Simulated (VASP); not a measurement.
The system is InP.

```
In P
1.0
     0.00000    2.93050    2.93050
     2.93050    0.00000    2.93050
     2.93050    2.93050    0.00000
In P
1 1
Direct
  0.00000 0.00000 0.00000
  0.75000 0.75000 0.75000
```

Base run:

```yaml
Program: VASP 6.6.1
Functional: PBE
Dispersion: D4
Potentials_or_basis: VASP PAW PBE potentials, release 64 (In_d, P)
Cutoff: 520 eV
k_mesh: 8 × 8 × 8
Occupations: gaussian, width 0.05 eV
Spin: no spin polarisation
```

Its results: band gap on the k mesh 0.71 eV, direct; pressure 1.0 GPa.

**Question.** The run is repeated on the same cell with these changes: dispersion from D4 to none; further incar settings from ALGO = Normal; EDIFF = 1e-06; NBANDS = 16 to ALGO = Normal; EDIFF = 1e-07; NBANDS = 16. What comes out?

**Answer.** Band gap on the k mesh 0.71 eV, direct; pressure 3.3 GPa.

Caveats: spin-orbit coupling is left out, which moves the levels of the heavy elements.

